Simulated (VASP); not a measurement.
Input of a VASP 6.6.1 run:

The input INCAR:

```
ALGO = Normal ; EDIFF = 1E-8
ENCUT = 520 ; GGA = PS
IBRION = 8 ; ISIF = 2
ISMEAR = 0 ; LASPH = True
LCHARG = True ; LEPSILON = True
LREAL = False ; LWAVE = False
NELM = 100 ; NSW = 1
PREC = Accurate ; SIGMA = 0.01
```

File KPOINTS:

```
k-points
0
Gamma
  12 12 12
```

File POSCAR:

```
BN
1.0
    0.0000000000      1.7907454638      1.7907454638
    1.7907454638      0.0000000000      1.7907454638
    1.7907454638      1.7907454638      0.0000000000
B N
1 1
Direct
    0.0000000000      0.0000000000      0.0000000000
    0.7500000000      0.7500000000      0.7500000000
```

Potentials or basis: VASP PAW PBE potentials, release 64 (B, N).

The run is started by

```console
$ cat potpaw_PBE.64/B/POTCAR potpaw_PBE.64/N/POTCAR > POTCAR
$ mpirun -np 1 vasp_std > vasp.out
```

Q: Predict the electronic dielectric tensor (diagonal).

A: 4.61.

Q: Estimate the Born charges (mean of the diagonal).

A: B +1.89; N -1.89 e.

Q: Estimate the highest phonon frequency at Γ, LO-TO splitting left out.

A: 1076 cm⁻¹.

Electronic dielectric tensor:
```
4.61 0.00 0.00
0.00 4.61 0.00
0.00 0.00 4.61
```

Caveat: the cell stands under pressure or tension, which shifts response properties.
